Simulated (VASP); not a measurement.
Si16Au (a cell with a defect), 17 atoms in the cell. The cell holds a defect, 17 atoms: a = 7.679 Å, b = 7.679 Å, c = 7.679 Å, α = 60.00°, β = 60.00°, γ = 60.00°. 

```yaml
Program: VASP 6.6.1
Task: single point
Functional: PBE
Potentials_or_basis: VASP PAW PBE potentials, release 64 (Si, Au)
Cutoff: 520 eV
k_mesh: 2 × 2 × 2
Occupations: fermi-dirac, width 0.05 eV
Spin: collinear spin, zero start
Starting_moments: "[0.0, 0.0, 0.0, 0.0, 0.0, 0.0, 0.0, 0.0, 0.0, 0.0, 0.0, 0.0, 0.0, 0.0, 0.0, 0.0, 0.0] μB"
Dipole_correction: no
Further_INCAR_settings: LREAL = Auto; ALGO = Normal; EDIFF = 1e-06; NBANDS = 56
```

Potentials or basis: VASP PAW PBE potentials, release 64 (Si, Au).

Launch:

```sh
$ cat potpaw_PBE.64/Si/POTCAR potpaw_PBE.64/Au/POTCAR > POTCAR
$ mpirun -np 1 vasp_std > vasp.out
```

Hardware: 1 thread of AMD EPYC 7R43 64-Core Processor (Zen 3), on a shared host.

Question: Estimate the wall time of this run.

Answer: It took 11 min on 1 thread of AMD EPYC 7R43 64-Core Processor (Zen 3), with other jobs on the host, peak memory 0.69 GiB. Counts: scf iterations 16, k points 8.
